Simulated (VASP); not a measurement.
Here is a VASP 6.6.1 calculation.

File POSCAR:

```
V2O5
1.0
    3.6114807979      0.0000000000     -0.0284142620
    0.0000000000      3.6043972933      0.0000000000
   -1.7588157007      0.0000000000      6.0897046772
V O
2 5
Direct
    0.6454375528      0.0000000000      0.7905443438
    0.3545624472      0.0000000000      0.2094556562
    0.6513220118      0.5000000000      0.8027866342
    0.3486779882      0.5000000000      0.1972133658
    0.1807331212      0.0000000000      0.8615253596
    0.8192668788      0.0000000000      0.1384746404
    0.5000000000      0.0000000000      0.5000000000
```

Contents of INCAR.step1:

```
PREC = Accurate ; ENCUT = 520
ISMEAR = 0 ; SIGMA = 0.1
LREAL = False ; LASPH = True
NELM = 100 ; NBANDS = 37
GGA = PE ; ALGO = Normal
EDIFF = 1E-4 ; LWAVE = True
LCHARG = False
```

File INCAR.step2:

```
PREC = Accurate ; ENCUT = 520
EDIFF = 1E-7 ; ISMEAR = 0
SIGMA = 0.1 ; LREAL = False
LASPH = True ; NELM = 100
ALGO = Normal ; ISIF = 2
LWAVE = False ; LCHARG = True
METAGGA = R2SCAN ; LMIXTAU = True
LELF = True ; LVHAR = True
NBANDS = 37 ; ISTART = 1
```

KPOINTS

```
regular mesh
0
Gamma
  6 6 4
```

Potentials or basis: VASP PAW PBE potentials, release 64 (V_sv, O).

Launch:

```bash
$ cat potpaw_PBE.64/V_sv/POTCAR potpaw_PBE.64/O/POTCAR > POTCAR
$ cp INCAR.step1 INCAR
$ mpirun -np 1 vasp_std > vasp.out
$ cp INCAR.step2 INCAR
$ mpirun -np 1 vasp_std > vasp.out
```

(1) Estimate the pressure.

(2) Predict the band gap on the k mesh.

Results:

(1) 1.0 GPa.

(2) 0.07 eV (least direct gap 0.90 eV).

Caveat: the PAW data sets were made with another functional, which shifts forces and pressure a little.
